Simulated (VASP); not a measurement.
The system is MgS.

```
Mg S
1.0
     3.59403    0.00000    0.00000
    -1.79702    3.11252    0.00000
     0.00000    0.00000    6.14736
Mg S
2 2
Direct
  0.00000 0.00000 0.00000
  0.00000 0.00000 0.50000
  0.33333 0.66667 0.25000
  0.66667 0.33333 0.75000
```

This cell differs from its parent crystal: biaxial xy strain -1.4%.

Base run:

* Program: VASP 6.6.1
* Functional: PBE
* Potentials or basis: VASP PAW PBE potentials, release 64 (Mg, S)
* Cutoff: 520 eV
* k mesh: 12 × 12 × 4
* Occupations: fermi-dirac, width 0.02 eV
* Spin: no spin polarisation

Its results: band gap on the k mesh 3.38 eV, indirect (least direct gap 3.70 eV); pressure 3.2 GPa.

Problem. The run is repeated on the same cell with these changes: functional from PBE to r2SCAN; occupations from fermi-dirac, width 0.02 eV to gaussian, width 0.01 eV. What comes out?

Solution. Band gap on the k mesh 4.01 eV, indirect (least direct gap 4.59 eV); pressure 1.9 GPa.

Caveats: the PAW data sets were made with another functional, which shifts forces and pressure a little (some runs).

A k mesh can miss the band edges.
